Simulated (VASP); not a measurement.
A run of VASP 6.6.1:

Contents of INCAR:

```
SYSTEM = C
ALGO     = Normal         ! electronic algorithm
EDIFF    = 1E-7           ! SCF threshold, eV
ENCUT    = 520            ! plane-wave cutoff, eV
GGA      = PE             ! functional
ISIF     = 2              ! what is computed and relaxed
ISMEAR   = 0              ! smearing method
LASPH    = .True.         ! aspherical terms in the spheres
LCHARG   = .True.         ! write CHGCAR
LELF     = .True.         ! ELF
LREAL    = .False.        ! projectors in reciprocal space
LVHAR    = .True.       
LWAVE    = .False.        ! write WAVECAR
NBANDS   = 11             ! bands
NELM     = 100            ! most SCF steps
PREC     = Accurate       ! precision mode
SIGMA    = 0.02           ! smearing width, eV
```

File KPOINTS:

```
k-points
0
Gamma
  12 12 6
  0 0 0
```

File POSCAR:

```
C
1.0
    2.1361629774     -1.2333240065     -0.0089027299
    2.1361629774      1.2333240065     -0.0089027299
   -1.3998604216      0.0000000000      4.2415938420
C
2
Direct
    0.8333446186      0.8333446186      0.0000335836
    0.1666553814      0.1666553814      0.9999664164
```

Potentials or basis: VASP PAW PBE potentials, release 64 (C).

Command:

```bash
$ cat potpaw_PBE.64/C/POTCAR > POTCAR
$ mpirun -np 1 vasp_std > vasp.out
```

Hardware: 1 thread of Intel(R) Xeon(R) Platinum 8259CL CPU @ 2.50GHz (Skylake/Cascade Lake) (shared host).

How long does it take, and how much memory?

It took 39 s on 1 thread of Intel(R) Xeon(R) Platinum 8259CL CPU @ 2.50GHz (Skylake/Cascade Lake), on a shared host, peak memory 0.16 GiB. Counts: scf iterations 13, k points 242.
